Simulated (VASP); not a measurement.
# SrO (zincblende type) (F-43m) in VASP: notebook

The runs below take SrO (zincblende type) through electric field gradients, with LDA, r2SCAN.

All numbers are computed with VASP 6.6.1; they aren't measurements. Logs are shortened: lines on timing, memory, paths and dates and some standing lists are left out, and cuts for length are marked.

## Step 1: The cell of the first run

Symmetry: F-43m, No. 216, cubic system. Conventional cell: a = 5.613 Å, b = 5.613 Å, c = 5.613 Å, α = 90.00°, β = 90.00°, γ = 90.00°. Sr (site symmetry -43m) has 4 O at 2.43 Å within 3.2 Å. Within 3.2 Å of O (site symmetry -43m) lie 4 Sr at 2.43 Å.

## Step 2: Electric field gradients, LDA

Input file INCAR:

```
SYSTEM = SrO
ALGO     = Normal         ! electronic algorithm
EDIFF    = 1E-8           ! SCF threshold, eV
ENCUT    = 520            ! plane-wave cutoff, eV
GGA      = CA             ! functional
ISIF     = 2              ! what is computed and relaxed
ISMEAR   = -1             ! smearing method
LASPH    = .True.         ! aspherical terms in the spheres
LCHARG   = .False.        ! write CHGCAR
LEFG     = .True.       
LREAL    = .False.        ! projectors in reciprocal space
LWAVE    = .False.        ! write WAVECAR
NBANDS   = 15             ! bands
NELM     = 100            ! most SCF steps
PREC     = Accurate       ! precision mode
SIGMA    = 0.03           ! smearing width, eV
```

Input file KPOINTS:

```
k-points
0
Gamma
  11 11 11
  0 0 0
```

Input file POSCAR:

```
SrO
1.0
    0.0000000000      2.8065896588      2.8065896588
    2.8065896588      0.0000000000      2.8065896588
    2.8065896588      2.8065896588      0.0000000000
Sr O
1 1
Direct
    0.0000000000      0.0000000000      0.0000000000
    0.2500000000      0.2500000000      0.2500000000
```

Potentials or basis: VASP PAW LDA potentials, release 64 (Sr_sv, O).

Run with:

```console
$ cat potpaw_LDA.64/Sr_sv/POTCAR potpaw_LDA.64/O/POTCAR > POTCAR
$ mpirun -np 1 vasp_std > vasp.out
```

OUTCAR:

```text
SYSTEM = SrO
   EDIFF = 1E-8
   ENCUT = 520
   GGA = CA
   ISIF = 2
   ISMEAR = -1
   LASPH = .True.
   LREAL = .False.
   NELM = 100
   PREC = Accurate

 ion  position               nearest neighbor table
   1  0.000  0.000  0.000-   2 2.43   2 2.43   2 2.43   2 2.43
   2  0.250  0.250  0.250-   1 2.43   1 2.43   1 2.43   1 2.43

  LATTYP: Found a face centered cubic cell.
 ALAT       =     5.6131793176

  Lattice vectors:

 A1 = (   0.0000000000,   2.8065896588,   2.8065896588)
 A2 = (   2.8065896588,   0.0000000000,   2.8065896588)
 A3 = (   2.8065896588,   2.8065896588,   0.0000000000)

Analysis of symmetry for initial positions (statically):
=====================================================================
 Subroutine PRICEL returns:
 Original cell was already a primitive cell.

 Routine SETGRP: Setting up the symmetry group for a
 face centered cubic supercell.

 Subroutine GETGRP returns: Found 24 space group operations
 (whereof 24 operations were pure point group operations)
 out of a pool of 48 trial point group operations.

The static configuration has the point symmetry T_d .

Analysis of symmetry for dynamics (positions and initial velocities):
=====================================================================
 Subroutine PRICEL returns:
 Original cell was already a primitive cell.

 Routine SETGRP: Setting up the symmetry group for a
 face centered cubic supercell.

 Subroutine GETGRP returns: Found 24 space group operations
 (whereof 24 operations were pure point group operations)
 out of a pool of 48 trial point group operations.

The dynamic configuration has the point symmetry T_d .

 Subroutine INISYM returns: Found 24 space group operations
 (whereof 24 operations are pure point group operations),
 and found     1 'primitive' translations

----------------------------------------------------------------------------------------

                                     Primitive cell

  volume of cell :      44.2147

  direct lattice vectors                    reciprocal lattice vectors
     0.000000000  2.806589659  2.806589659    -0.178152156  0.178152156  0.178152156
     2.806589659  0.000000000  2.806589659     0.178152156 -0.178152156  0.178152156
     2.806589659  2.806589659  0.000000000     0.178152156  0.178152156 -0.178152156

  length of vectors
     3.969117159  3.969117159  3.969117159     0.308568586  0.308568586  0.308568586

  position of ions in fractional coordinates (direct lattice)
     0.000000000  0.000000000  0.000000000
     0.250000000  0.250000000  0.250000000

  ion indices of the primitive-cell ions
   primitive index   ion index
                 1           1
                 2           2

----------------------------------------------------------------------------------------

 KPOINTS: k-points

Automatic generation of k-mesh.
 Grid dimensions read from file:
 generate k-points for:   11   11   11

 Generating k-lattice:

  Cartesian coordinates                     Fractional coordinates (reciprocal lattice)
    -0.016195651  0.016195651  0.016195651     0.090909091  0.000000000  0.000000000
     0.016195651 -0.016195651  0.016195651     0.000000000  0.090909091  0.000000000
     0.016195651  0.016195651 -0.016195651     0.000000000  0.000000000  0.090909091

  Length of vectors
     0.028051690  0.028051690  0.028051690

  Shift w.r.t. Gamma in fractional coordinates (k-lattice)
     0.000000000  0.000000000  0.000000000

 Subroutine IBZKPT returns following result:
 ===========================================

 Found     56 irreducible k-points:

 Following reciprocal coordinates:
            Coordinates               Weight
  0.000000  0.000000  0.000000      1.000000
  0.090909  0.000000  0.000000      8.000000
  0.181818  0.000000  0.000000      8.000000
  0.272727  0.000000  0.000000      8.000000
  0.363636  0.000000  0.000000      8.000000
  0.454545  0.000000  0.000000      8.000000
[... 16 lines left out ...]
 -0.272727  0.181818  0.000000     24.000000
 -0.181818  0.181818  0.000000     12.000000
 [... further k-points ...]
   k-points           NKPTS =     56   k-points in BZ     NKDIM =     56   number of bands    NBANDS=     15
   number of dos      NEDOS =    301   number of ions     NIONS =      2
   total plane-waves  NPLWV =  27000
   dimension x,y,z NGX =    30 NGY =   30 NGZ =   30
   dimension x,y,z NGXF=    60 NGYF=   60 NGZF=   60
   ions per type =               1   1
   NGX,Y,Z   is equivalent  to a cutoff of  12.57, 12.57, 12.57 a.u.
   NGXF,Y,Z  is equivalent  to a cutoff of  25.13, 25.13, 25.13 a.u.
 SYSTEM =  SrO
   PREC   = accura    normal or accurate (medium, high low for compatibility)
   ISTART =      0    job   : 0-new  1-cont  2-samecut
   ICHARG =      2    charge: 1-file 2-atom 10-const
   ISPIN  =      1    spin polarized calculation?
   LNONCOLLINEAR =      F non collinear calculations
   LSORBIT =      F    spin-orbit coupling
   LASPH  =      T    aspherical Exc in radial PAW
   ENCUT  =  520.0 eV  38.22 Ry    6.18 a.u.   7.38  7.38  7.38*2*pi/ulx,y,z
   NELM   =    100;   NELMIN=  2; NELMDL= -5     # of ELM steps
   EDIFF  = 0.1E-07   stopping-criterion for ELM
   LREAL  =      F    real-space projection
   EDIFFG = 0.1E-06   stopping-criterion for IOM
   NSW    =      0    number of steps for IOM
   IBRION =     -1    ionic relax: 0-MD 1-quasi-New 2-CG
   NFREE  =      0    steps in history (QN), initial steepest desc. (CG)
   ISIF   =      2    stress and relaxation
   ISYM   =      2    0-nonsym 1-usesym 2-fastsym
   POTIM  = 0.5000    time-step for ionic-motion
   TEBEG  =    0.0;   TEEND  =   0.0 temperature during run
   PSTRESS=    0.0 pullay stress
   NELECT =      16.0000    total number of electrons
   NUPDOWN=      -1.0000    fix difference up-down
   EMIN   =  10.00;   EMAX   =-10.00  energy-range for DOS
   EFERMI =   0.00;   METHOD = LEGACY
   ISMEAR =    -1;   SIGMA  =   0.03  broadening in eV -4-tet -1-fermi 0-gaus
   EFERMI_NEDOS =   21; number of points for ismear=-14 and -15
   IALGO  =     38    algorithm
   IMIX   =      4    mixing-type and parameters
     AMIX     =   0.40;   BMIX     =  1.00
     AMIX_MAG =   1.60;   BMIX_MAG =  1.00
  volume/ion in A,a.u.               =      22.11       149.19
  Fermi-wavevector in a.u.,A,eV,Ry     =   1.166611  2.204574 18.517260  1.360980
  Thomas-Fermi vector in A             =   2.303121
   LORBIT       =      0    0 simple, 1 ext, 2 COOP (PROOUT), +10 PAW based schemes
   GGA     = CA    functional components
   LHFCALC =     F    Hartree Fock is set to
   AEXX    =    0.0000 exact exchange contribution
   IVDW    =     0    specifies the selected vdW correction
   LEPSILON=     F    determine dielectric tensor
   LRPA    =     F    only Hartree local field effects (RPA)
 non-spin polarized calculation
  energy-cutoff  :      520.00
  volume of cell :       44.21
 maximum number of plane-waves:      1243
 NGX is ok and might be reduce to    30
   NGX = 15   NGY = 15   NGZ = 15

 number of electron      16.0000004 magnetization

 Free energy of the ion-electron system (eV)
  ---------------------------------------------------
  ext. energy  EPLUGINS =         0.00000000
  ---------------------------------------------------
  free energy    TOTEN  =       -12.91191509 eV

  energy without entropy =      -12.91191509  energy(sigma->0) =      -12.91191509

 E-fermi :   0.5456     XC(G=0):  -9.0886

 val. band max:       -0.1422130156   @ k =  -0.3636   0.4545   0.1818
 cond. band min:       2.1528468597   @ k =   0.0000   0.0000   0.0000
 fundamental gap:      2.2950598753
 Fermi energy:         0.5455907008

 k-point     1 :       0.0000    0.0000    0.0000
  band No.  band energies     occupation
      1     -32.0951      2.00000
      2     -14.5421      2.00000
      3     -14.0837      2.00000
      4     -14.0837      2.00000
      5     -14.0837      2.00000
      6      -0.9560      2.00000
      7      -0.9560      2.00000
      8      -0.9560      2.00000
      9       2.1528      0.00000
     10       7.8107      0.00000
     11       7.8107      0.00000
     12       9.0962      0.00000
     13       9.0962      0.00000
     14       9.0962      0.00000
     15      14.6604      0.00000

 k-point     2 :       0.0909    0.0000    0.0000
  band No.  band energies     occupation
      1     -32.0905      2.00000
      2     -14.8112      2.00000
      3     -14.0907      2.00000
      4     -14.0907      2.00000
      5     -13.8316      2.00000
      6      -1.0284      2.00000
      7      -0.9274      2.00000
      8      -0.9274      2.00000
      9       2.4438      0.00000
     10       7.6071      0.00000
     11       7.6071      0.00000
     12       8.9018      0.00000
     13       9.3350      0.00000
     14       9.3350      0.00000
     15      13.6422      0.00000

 k-point     3 :       0.1818    0.0000    0.0000
  band No.  band energies     occupation
      1     -32.0780      2.00000
      2     -15.2006      2.00000
      3     -14.1093      2.00000
      4     -14.1093      2.00000
      5     -13.4913      2.00000
      6      -1.1289      2.00000
      7      -0.8538      2.00000
      8      -0.8538      2.00000
      9       3.1426      0.00000
     10       7.3106      0.00000
     11       7.3106      0.00000
     12       8.4482      0.00000
     13       9.6985      0.00000
     14       9.6985      0.00000
     15      12.5048      0.00000
[... 343 lines left out ...]
 k-point    23 :      -0.2727    0.1818    0.0000
  band No.  band energies     occupation
      1     -32.0421      2.00000
      2     -15.7996      2.00000
      3     -14.3190      2.00000
      4     -14.1557      2.00000
      5     -12.8929      2.00000
      6      -0.9983      2.00000
      7      -0.6833      2.00000
      8      -0.6483      2.00000
      9       4.5709      0.00000
     10       6.6518      0.00000
     11       6.7564      0.00000
     12       8.2355      0.00000
     13      10.1468      0.00000
     14      10.2067      0.00000
     15      11.8398      0.00000

 k-point    24 :      -0.1818    0.1818    0.0000
  band No.  band energies     occupation
      1     -32.0561      2.00000
      2     -15.6039      2.00000
      3     -14.2499      2.00000
      4     -14.1282      2.00000
      5     -13.0832      2.00000
      6      -1.1382      2.00000
      7      -0.7471      2.00000
      8      -0.6962      2.00000
      9       4.1689      0.00000
     10       6.6939      0.00000
     11       6.9046      0.00000
     12       8.4996      0.00000
     13       9.8773      0.00000
     14      10.1075      0.00000
     15      12.0325      0.00000

 [... further k-points ...]

------------------------ aborting loop because EDIFF is reached ----------------------------------------

  FORCE on cell =-STRESS in cart. coord.  units (eV):
  Direction    XX          YY          ZZ          XY          YZ          ZX
  --------------------------------------------------------------------------------------
  -------------------------------------------------------------------------------------
  Total       -1.1368029     -1.1368029     -1.1368029      0.0000000     -0.0000000      0.0000000
  in kB      -41.1935276    -41.1935276    -41.1935276      0.0000000     -0.0000000      0.0000000
  external PRESSURE =     -41.1935276 kB  Pullay stress =       0.0000000 kB

 VOLUME and BASIS-vectors are now :
 -----------------------------------------------------------------------------
  energy-cutoff  :      520.00
  volume of cell :       44.21
      direct lattice vectors                 reciprocal lattice vectors
     0.000000000  2.806589659  2.806589659    -0.178152156  0.178152156  0.178152156
     2.806589659  0.000000000  2.806589659     0.178152156 -0.178152156  0.178152156
     2.806589659  2.806589659  0.000000000     0.178152156  0.178152156 -0.178152156

 POSITION                                       TOTAL-FORCE (eV/Angst)
 -----------------------------------------------------------------------------------
      0.00000      0.00000      0.00000        -0.000000      0.000000     -0.000000
      1.40329      1.40329      1.40329         0.000000     -0.000000      0.000000
 -----------------------------------------------------------------------------------
    total drift:                                0.000000      0.000000      0.000000

  FREE ENERGIE OF THE ION-ELECTRON SYSTEM (eV)
  ---------------------------------------------------
  free  energy   TOTEN  =       -12.9119150893 eV

  energy  without entropy=      -12.9119150893  energy(sigma->0) =      -12.91191509

 Electric field gradients (V/A^2)
---------------------------------------------------------------------
 ion       V_xx      V_yy      V_zz      V_xy      V_xz      V_yz
---------------------------------------------------------------------
   1      -0.000    -0.000     0.000    -0.000    -0.000    -0.000
   2       0.000     0.000    -0.000     0.001     0.001     0.001
---------------------------------------------------------------------

 Electric field gradients after diagonalization (V/A^2)
 (convention: |V_zz| > |V_xx| > |V_yy|)
----------------------------------------------------------------------
 ion       V_xx      V_yy      V_zz     asymmetry (V_yy - V_xx)/ V_zz
----------------------------------------------------------------------
   1       0.000     0.000    -0.000       0.000
   2      -0.001    -0.001     0.002       0.000
----------------------------------------------------------------------

           NMR quadrupolar parameters

 Cq : quadrupolar parameter    Cq=e*Q*V_zz/h
 eta: asymmetry parameters     (V_yy - V_xx)/ V_zz
 Q  : nuclear electric quadrupole moment in mb (millibarn)
----------------------------------------------------------------------
 ion       Cq(MHz)       eta       Q (mb)
----------------------------------------------------------------------
   1      -0.000       0.000       1.000
   2       0.000       0.000       1.000
----------------------------------------------------------------------
```

It took 20 s on 1 thread of Intel Xeon 6975P-C (Granite Rapids), shared host; peak memory 0.17 GiB.

What came out:

```
Free energy            : -12.9119 eV
Pressure               : -4.1 GPa
Band gap on the k mesh : 2.29 eV, indirect (least direct gap 3.11 eV)
```

Levels at points of the mesh, in eV from the valence-band top:
```csv
k point,band 6,band 7,band 8,band 9,band 10,band 11
"(0.00, 0.00, 0.00)",-0.81,-0.81,-0.81,2.29,7.95,7.95
```

Caveat: without QUAD_EFG the Cq values of the log hold for a quadrupole moment of 1 mb, not for the nuclei.

(Part 1 of 2 ends here.)
